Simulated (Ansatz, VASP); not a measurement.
## Al2Cu in VASP and in Ansatz

```
Al Cu
1.0
    -2.02461    2.02461    2.86316
     2.02461   -2.02461    2.86316
     2.02461    2.02461   -2.86316
Al Cu
2 1
Cartesian
  -0.0764 1.9864 1.4316
  1.9482 -0.0382 1.4316
  0.0649 0.0324 2.8632
```

Change from the starting cell: mode 4 frozen in at -0.081 Å and mode 5 at -0.027 Å (largest displacements).

Alike in both runs: task single point; functional PBEsol; k mesh 14 × 14 × 14; occupations gaussian, width 0.15 eV; no spin polarisation.

|  | VASP | Ansatz |
| --- | --- | --- |
| version | VASP 6.6.1 | Ansatz 0.2.0 |
| potentials or method | VASP PAW PBE potentials, release 64 (Al, Cu), cutoff 520 eV | scalar-relativistic, plane waves, PAW |
| valence electrons in the cell | 17 | 25 |

|  | VASP | Ansatz | Ansatz less VASP |
| --- | --- | --- | --- |
| gap on the k mesh at the Fermi level (eV) | none | none | - |
| pressure (GPa) | 1.0 | 1.0 | -0.08 |
| traceless stress, the component that is largest in VASP (GPa) | -0.75 | -0.75 | 0.000 |
| rms of the force components (eV/Å) | 0.494 | 0.493 | -0.0007 |

VASP's potentials were made for PBE, not for PBEsol, and Ansatz warns of the same on its side. Atom by atom the forces differ by 0.001 eV/Å (rms over components). A gap of «none» marks a metal or a gap that the smearing closes. The functional is the same, so the differences come from potentials, cutoffs and numerics. VASP's potentials hold 17 valence electrons a cell and Ansatz's 25, so a difference there can come from the potentials and not from the codes.
